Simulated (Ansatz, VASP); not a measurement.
# As in VASP and in Ansatz

```
As
1.0
    -2.93085    2.56879    1.34751
     2.56879   -2.93085    1.34751
     2.88344    2.88344   -2.01062
As
2
Direct
  0.02084 0.97916 0.00000
  0.72916 0.27084 0.50000
```

Alike in both runs: task single point; functional LDA; k mesh 16 × 16 × 10; occupations fermi-dirac, width 0.1 eV; no spin polarisation.

```csv
,VASP,Ansatz
version,VASP 6.6.1,Ansatz 0.2.0
potentials or method,"VASP PAW LDA potentials, release 64 (As_d), cutoff 510 eV","plane waves (420 eV) with PAW, scalar-relativistic"
valence electrons in the cell,30,30
```

|  | VASP | Ansatz | Ansatz less VASP |
| --- | --- | --- | --- |
| pressure (GPa) | 4.1 | 3.8 | -0.32 |
| traceless stress, the component that is largest in VASP (GPa) | 0.42 | 0.38 | -0.033 |

Ansatz warns that its potentials were made for another functional, while VASP's fit it. LDA's correlation is that of Perdew and Zunger in VASP and of Perdew and Wang (1992) in Ansatz.
